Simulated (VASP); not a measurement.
Here is a VASP 6.6.1 calculation.

Contents of POSCAR:

```
HfN
1.0
    0.0000000000      2.4548220000      2.4548220000
    2.4548220000      0.0000000000      2.4548220000
    2.4548220000      2.4548220000      0.0000000000
Hf N
1 1
Direct
    0.0000000000      0.0000000000      0.0000000000
    0.2500000000      0.2500000000      0.2500000000
```

INCAR.step1

```
SYSTEM = HfN
PREC = Accurate ; ENCUT = 520
EDIFF = 1E-5 ; ISMEAR = -1
SIGMA = 0.05 ; LREAL = .False.
LASPH = .True. ; NELM = 80
ALGO = Normal ; ISIF = 2
LWAVE = .True. ; LCHARG = .False.
NBANDS = 14 ; GGA = PE
```

Contents of INCAR.step2:

```
SYSTEM = HfN
PREC = Accurate ; ENCUT = 520
EDIFF = 1E-7 ; ISMEAR = -1
SIGMA = 0.05 ; LREAL = .False.
LASPH = .True. ; NELM = 80
ALGO = Normal ; ISIF = 2
LWAVE = .False. ; LCHARG = .False.
GGA = PE ; LHFCALC = .True.
AEXX = 0.1 ; HFSCREEN = 0.2
PRECFOCK = Normal ; NBANDS = 14
ISTART = 1
```

KPOINTS

```
regular mesh
0
Gamma
  5 5 5
  0 0 0
```

Potentials or basis: VASP PAW PBE potentials, release 64 (Hf_pv, N).

The run is started by

```console
$ cat potpaw_PBE.64/Hf_pv/POTCAR potpaw_PBE.64/N/POTCAR > POTCAR
$ cp INCAR.step1 INCAR
$ mpirun -np 1 vasp_std > vasp.out
$ cp INCAR.step2 INCAR
$ mpirun -np 1 vasp_std > vasp.out
```

**Question.** What does it give for the pressure?

**Answer.** -1.7 GPa.

Caveat: the k points lie up to 0.44 Å⁻¹ apart; the PAW data sets were made with another functional, which shifts forces and pressure a little.
